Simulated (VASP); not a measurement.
# Sb (Fm-3m) in VASP: a series of runs, part 3 of 3

VASP 6.6.1. Earlier steps stand in the parts before.

**4. Single point, PBE**

INCAR

```
SYSTEM = Sb
ALGO = Normal
EDIFF = 1E-7
ENCUT = 520
GGA = PE
ISIF = 2
ISMEAR = 0
LASPH = .True.
LCHARG = .False.
LREAL = .False.
LWAVE = .False.
NBANDS = 8
NELM = 100
PREC = Accurate
SIGMA = 0.023
```

KPOINTS

```
k-points
0
Gamma
  10 10 10
  0 0 0
```

POSCAR

```
Sb
1.0
    0.0000000000      2.3712425216      2.3712425216
    2.3712425216      0.0000000000      2.3712425216
    2.3712425216      2.3712425216      0.0000000000
Sb
1
Direct
    0.0000000000      0.0000000000      0.0000000000
```

Potentials or basis: VASP PAW PBE potentials, release 64 (Sb).

Started as:

```
> cat potpaw_PBE.64/Sb/POTCAR > POTCAR
> mpirun -np 1 vasp_std > vasp.out
```

OUTCAR:

```text
SYSTEM = Sb
   EDIFF = 1E-7
   ENCUT = 520
   GGA = PE
   ISIF = 2
   ISMEAR = 0
   LASPH = .True.
   LREAL = .False.
   NELM = 100
   PREC = Accurate

 ion  position               nearest neighbor table
   1  0.000  0.000  0.000-

  LATTYP: Found a face centered cubic cell.
 ALAT       =     4.7424850432

  Lattice vectors:

 A1 = (   0.0000000000,   2.3712425216,   2.3712425216)
 A2 = (   2.3712425216,   0.0000000000,   2.3712425216)
 A3 = (   2.3712425216,   2.3712425216,   0.0000000000)

Analysis of symmetry for initial positions (statically):
=====================================================================
 Subroutine PRICEL returns:
 Original cell was already a primitive cell.

 Routine SETGRP: Setting up the symmetry group for a
 face centered cubic supercell.

 Subroutine GETGRP returns: Found 48 space group operations
[... 9 lines left out ...]

 Routine SETGRP: Setting up the symmetry group for a
 face centered cubic supercell.

 Subroutine GETGRP returns: Found 48 space group operations
[... 11 lines left out ...]
                                     Primitive cell

  volume of cell :      26.6660

  direct lattice vectors                    reciprocal lattice vectors
     0.000000000  2.371242522  2.371242522    -0.210859916  0.210859916  0.210859916
     2.371242522  0.000000000  2.371242522     0.210859916 -0.210859916  0.210859916
     2.371242522  2.371242522  0.000000000     0.210859916  0.210859916 -0.210859916

  length of vectors
     3.353443334  3.353443334  3.353443334     0.365220089  0.365220089  0.365220089

  position of ions in fractional coordinates (direct lattice)
     0.000000000  0.000000000  0.000000000

  ion indices of the primitive-cell ions
   primitive index   ion index
                 1           1

----------------------------------------------------------------------------------------

 KPOINTS: k-points

Automatic generation of k-mesh.
 Grid dimensions read from file:
 generate k-points for:   10   10   10

 Generating k-lattice:

  Cartesian coordinates                     Fractional coordinates (reciprocal lattice)
    -0.021085992  0.021085992  0.021085992     0.100000000  0.000000000  0.000000000
     0.021085992 -0.021085992  0.021085992     0.000000000  0.100000000  0.000000000
     0.021085992  0.021085992 -0.021085992     0.000000000  0.000000000  0.100000000

  Length of vectors
     0.036522009  0.036522009  0.036522009

  Shift w.r.t. Gamma in fractional coordinates (k-lattice)
     0.000000000  0.000000000  0.000000000

 Subroutine IBZKPT returns following result:
 ===========================================

 Found     47 irreducible k-points:

 Following reciprocal coordinates:
            Coordinates               Weight
  0.000000  0.000000  0.000000      1.000000
  0.100000  0.000000  0.000000      8.000000
  0.200000  0.000000  0.000000      8.000000
  0.300000  0.000000  0.000000      8.000000
  0.400000  0.000000  0.000000      8.000000
  0.500000  0.000000  0.000000      4.000000
[... 16 lines left out ...]
  0.300000  0.300000  0.000000      6.000000
  0.400000  0.300000  0.000000     24.000000
 [... further k-points ...]
   k-points           NKPTS =     47   k-points in BZ     NKDIM =     47   number of bands    NBANDS=      8
   number of dos      NEDOS =    301   number of ions     NIONS =      1
   total plane-waves  NPLWV =  21952
   dimension x,y,z NGX =    28 NGY =   28 NGZ =   28
   dimension x,y,z NGXF=    56 NGYF=   56 NGZF=   56
   ions per type =               1
   NGX,Y,Z   is equivalent  to a cutoff of  13.88, 13.88, 13.88 a.u.
   NGXF,Y,Z  is equivalent  to a cutoff of  27.76, 27.76, 27.76 a.u.
 SYSTEM =  Sb
   PREC   = accura    normal or accurate (medium, high low for compatibility)
   ISTART =      0    job   : 0-new  1-cont  2-samecut
   ICHARG =      2    charge: 1-file 2-atom 10-const
   ISPIN  =      1    spin polarized calculation?
   LNONCOLLINEAR =      F non collinear calculations
   LSORBIT =      F    spin-orbit coupling
   LASPH  =      T    aspherical Exc in radial PAW
   ENCUT  =  520.0 eV  38.22 Ry    6.18 a.u.   6.24  6.24  6.24*2*pi/ulx,y,z
   NELM   =    100;   NELMIN=  2; NELMDL= -5     # of ELM steps
   EDIFF  = 0.1E-06   stopping-criterion for ELM
   LREAL  =      F    real-space projection
   EDIFFG = 0.1E-05   stopping-criterion for IOM
   NSW    =      0    number of steps for IOM
   IBRION =     -1    ionic relax: 0-MD 1-quasi-New 2-CG
   NFREE  =      0    steps in history (QN), initial steepest desc. (CG)
   ISIF   =      2    stress and relaxation
   ISYM   =      2    0-nonsym 1-usesym 2-fastsym
   POTIM  = 0.5000    time-step for ionic-motion
   TEBEG  =    0.0;   TEEND  =   0.0 temperature during run
   PSTRESS=    0.0 pullay stress
   NELECT =       5.0000    total number of electrons
   NUPDOWN=      -1.0000    fix difference up-down
   EMIN   =  10.00;   EMAX   =-10.00  energy-range for DOS
   EFERMI =   0.00;   METHOD = LEGACY
   ISMEAR =     0;   SIGMA  =   0.02  broadening in eV -4-tet -1-fermi 0-gaus
   EFERMI_NEDOS =   21; number of points for ismear=-14 and -15
   IALGO  =     38    algorithm
   IMIX   =      4    mixing-type and parameters
     AMIX     =   0.40;   BMIX     =  1.00
     AMIX_MAG =   1.60;   BMIX_MAG =  1.00
  volume/ion in A,a.u.               =      26.67       179.95
  Fermi-wavevector in a.u.,A,eV,Ry     =   0.937013  1.770697 11.945820  0.877993
  Thomas-Fermi vector in A             =   2.064081
   LORBIT       =      0    0 simple, 1 ext, 2 COOP (PROOUT), +10 PAW based schemes
   GGA     = PE    functional components
   LHFCALC =     F    Hartree Fock is set to
   AEXX    =    0.0000 exact exchange contribution
   IVDW    =     0    specifies the selected vdW correction
   LEPSILON=     F    determine dielectric tensor
   LRPA    =     F    only Hartree local field effects (RPA)
 non-spin polarized calculation
 Gauss-broadening in eV      SIGMA  =   0.02
  energy-cutoff  :      520.00
  volume of cell :       26.67
 maximum number of plane-waves:       728
 NGX is ok and might be reduce to    28
   NGX = 13   NGY = 13   NGZ = 13

 number of electron       5.0000000 magnetization

 Free energy of the ion-electron system (eV)
  ---------------------------------------------------
  ext. energy  EPLUGINS =         0.00000000
  ---------------------------------------------------
  free energy    TOTEN  =        -3.81577818 eV

  energy without entropy =       -3.81522788  energy(sigma->0) =       -3.81550303

 E-fermi :   8.5910     XC(G=0): -10.2768

 val. band max:        8.5753845368   @ k =  -0.4000   0.4000   0.1000
 cond. band min:       8.6648728177   @ k =  -0.2000   0.2000   0.0000
 fundamental gap:      0.0894882810
 Fermi energy:         8.5910114122

 k-point     1 :       0.0000    0.0000    0.0000
  band No.  band energies     occupation
      1      -4.3498      2.00000
      2      14.0443      0.00000
      3      14.0443      0.00000
      4      14.0443      0.00000
      5      18.6374      0.00000
      6      18.6374      0.00000
      7      18.6374      0.00000
      8      18.8943      0.00000

 k-point     2 :       0.1000    0.0000    0.0000
  band No.  band energies     occupation
      1      -4.1501      2.00000
      2      12.3239      0.00000
      3      13.7894      0.00000
      4      13.7894      0.00000
      5      17.5892      0.00000
      6      19.0490      0.00000
      7      19.0490      0.00000
      8      20.8771      0.00000

 k-point     3 :       0.2000    0.0000    0.0000
  band No.  band energies     occupation
      1      -3.5558      2.00000
      2       9.3359      0.00000
      3      13.2644      0.00000
      4      13.2644      0.00000
      5      17.0675      0.00000
      6      19.3975      0.00000
      7      19.3975      0.00000
      8      20.9878      0.00000
[... 210 lines left out ...]
 k-point    23 :       0.3000    0.3000    0.0000
  band No.  band energies     occupation
      1      -1.9853      2.00000
      2       8.1809      2.00000
      3      10.1668      0.00000
      4      10.1668      0.00000
      5      14.1253      0.00000
      6      14.3774      0.00000
      7      24.1671      0.00000
      8      24.1671      0.00000

 k-point    24 :       0.4000    0.3000    0.0000
  band No.  band energies     occupation
      1      -1.0505      2.00000
      2       6.5686      2.00000
      3       8.8950      0.00000
      4       9.8053      0.00000
      5      13.8070      0.00000
      6      15.0454      0.00000
      7      23.5102      0.00000
      8      24.2213      0.00000

 [... further k-points ...]
[... 5 lines left out ...]
  --------------------------------------------------------------------------------------
  -------------------------------------------------------------------------------------
  Total        0.3056067      0.3056067      0.3056067      0.0000000     -0.0000000      0.0000000
  in kB       18.3618140     18.3618140     18.3618140      0.0000000     -0.0000000      0.0000000
  external PRESSURE =      18.3618140 kB  Pullay stress =       0.0000000 kB

 VOLUME and BASIS-vectors are now :
 -----------------------------------------------------------------------------
  energy-cutoff  :      520.00
  volume of cell :       26.67
      direct lattice vectors                 reciprocal lattice vectors
     0.000000000  2.371242522  2.371242522    -0.210859916  0.210859916  0.210859916
     2.371242522  0.000000000  2.371242522     0.210859916 -0.210859916  0.210859916
     2.371242522  2.371242522  0.000000000     0.210859916  0.210859916 -0.210859916

 POSITION                                       TOTAL-FORCE (eV/Angst)
 -----------------------------------------------------------------------------------
      0.00000      0.00000      0.00000        -0.000000     -0.000000     -0.000000
 -----------------------------------------------------------------------------------
    total drift:                                0.000000      0.000000      0.000000

  FREE ENERGIE OF THE ION-ELECTRON SYSTEM (eV)
  ---------------------------------------------------
  free  energy   TOTEN  =        -3.8157781809 eV

  energy  without entropy=       -3.8152278845  energy(sigma->0) =       -3.81550303
```

OSZICAR:

```text
N       E                     dE             d eps       ncg     rms          rms(c)
DAV:   1     0.451453568994E+01    0.45145E+01   -0.16702E+03   768   0.410E+02
DAV:   2    -0.371824501583E+01   -0.82328E+01   -0.78932E+01  1048   0.499E+01
DAV:   3    -0.382040691546E+01   -0.10216E+00   -0.10199E+00   888   0.600E+00
DAV:   4    -0.382070138263E+01   -0.29447E-03   -0.29447E-03  1104   0.412E-01
DAV:   5    -0.382070177528E+01   -0.39265E-06   -0.39183E-06   952   0.102E-02    0.172E+00
DAV:   6    -0.381745833109E+01    0.32434E-02   -0.18657E-03   936   0.228E-01    0.980E-01
DAV:   7    -0.381576761939E+01    0.16907E-02   -0.38200E-03   840   0.327E-01    0.482E-02
DAV:   8    -0.381577866983E+01   -0.11050E-04   -0.48783E-05  1088   0.546E-02    0.679E-03
DAV:   9    -0.381577891266E+01   -0.24283E-06   -0.67033E-07  1040   0.670E-03    0.112E-03
DAV:  10    -0.381577832937E+01    0.58329E-06   -0.86473E-08  1016   0.161E-03    0.124E-03
DAV:  11    -0.381577813377E+01    0.19559E-06   -0.18198E-09   592   0.362E-04    0.156E-04
DAV:  12    -0.381577818090E+01   -0.47128E-07   -0.25886E-10   488   0.988E-05
   1 F= -.38157782E+01 E0= -.38155030E+01  d E =-.550296E-03
```

stdout:

```text
POSCAR found type information on POSCAR Sb
 POSCAR found :  1 types and       1 ions
 scaLAPACK will be used
 LDA part: xc-table for (Slater+PW92), standard interpolation
 POSCAR, INCAR and KPOINTS ok, starting setup
 FFT: planning ... GRIDC
 FFT: planning ... GRID_SOFT
 FFT: planning ... GRID
 WAVECAR not read
 entering main loop
```

Wall time 8.2 s (1 thread of Intel Xeon Platinum 8488C (Sapphire Rapids), shared host); peak memory 0.15 GiB.

What came out:

| Item | Value |
| --- | --- |
| Free energy | -3.8158 eV |
| Pressure | 1.8 GPa |

Levels at points of the mesh, in eV from the Fermi level:
```
           k point  band 1  band 2  band 3  band 4  band 5  band 6
(0.00, 0.00, 0.00)  -12.94    5.45    5.45    5.45   10.05   10.05
(0.50, 0.00, 0.00)   -9.13   -5.82    3.74    3.74    8.30    9.18
(0.50, 0.50, 0.00)   -7.48   -4.91    0.44    0.44    4.21    4.66
```

Caveat: spin-orbit coupling is left out, which moves the levels of the heavy elements.

**5. Summary**

```csv
smearing,gap on the mesh (eV),pressure (GPa)
fermi-dirac 0.05 eV,none,1.7
gaussian 0.022 eV,none,1.8
gaussian 0.023 eV,none,1.8
```

Alike in all rows: task single point; level PBE; potentials or basis VASP PAW PBE potentials, release 64 (Sb); no spin polarisation; cell as given; k mesh 10 × 10 × 10; cutoff (eV) 520.

Every run on the cell as given and a fine mesh finds a metal.

Caveats: spin-orbit coupling is left out, which moves the levels of the heavy elements.

Absolute energies hang on the potentials; compare differences alone.
